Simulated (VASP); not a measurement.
Set up this calculation in VASP 6.6.1, as the native input.

```yaml
Task: single point
Functional: PBE
Potentials_or_basis: VASP PAW PBE potentials, release 64 (In_d, Ga_d, Te)
Cutoff: 520 eV
k_mesh: 6 × 6 × 4
Occupations: gaussian, width 0.1 eV
Spin: no spin polarisation
Dipole_correction: no
Further_INCAR_settings: ALGO = Normal; EDIFF = 1e-06; NBANDS = 30
```

The structure of InGaTe3 lies in POSCAR:

```
InGaTe3
1.0
    6.3144087337      0.0000000033      0.0000000000
   -3.1572043698      5.4684383716      0.0000000000
    0.0000000000      0.0000000000      5.5303410664
In Ga Te
1 1 3
Direct
    0.0000000000      0.0000000000      0.0000000000
    0.0000000000      0.0000000000      0.5000000000
    0.5000000000      0.0000000000      0.5000000000
    0.0000000000      0.5000000000      0.5000000000
    0.5000000000      0.5000000000      0.5000000000
```

The cell was generated, and may not be a known phase.

One way to write it, as run:

INCAR

```
SYSTEM = InGaTe3
PREC     = Accurate       ! precision mode
ENCUT    = 520            ! plane-wave cutoff, eV
EDIFF    = 1E-6           ! SCF threshold, eV
ISMEAR   = 0              ! smearing method
SIGMA    = 0.1            ! smearing width, eV
LREAL    = .False.        ! projectors in reciprocal space
LASPH    = .True.         ! aspherical terms in the spheres
NELM     = 80             ! most SCF steps
ALGO     = Normal         ! electronic algorithm
ISIF     = 2              ! what is computed and relaxed
LWAVE    = .False.        ! write WAVECAR
LCHARG   = .True.         ! write CHGCAR
GGA      = PE             ! functional
LELF     = .True.         ! ELF
LVHAR    = .True.       
NBANDS   = 30             ! bands
```

KPOINTS

```
regular mesh
0
Gamma
  6 6 4
  0 0 0
```

Potentials or basis: VASP PAW PBE potentials, release 64 (In_d, Ga_d, Te).

Launch:

```bash
$ cat potpaw_PBE.64/In_d/POTCAR potpaw_PBE.64/Ga_d/POTCAR potpaw_PBE.64/Te/POTCAR > POTCAR
$ mpirun -np 1 vasp_std > vasp.out
```

Results of the run:

```
Pressure               : 0.2 GPa
Band gap on the k mesh : zero (bands 22 and 23 overlap by 1.65 eV)
```

Caveat: spin-orbit coupling is left out, which moves the levels of the heavy elements.

It took 72 s on 1 thread of Intel(R) Xeon(R) 6975P-C (Granite Rapids), with other jobs on the host, peak memory 0.37 GiB.
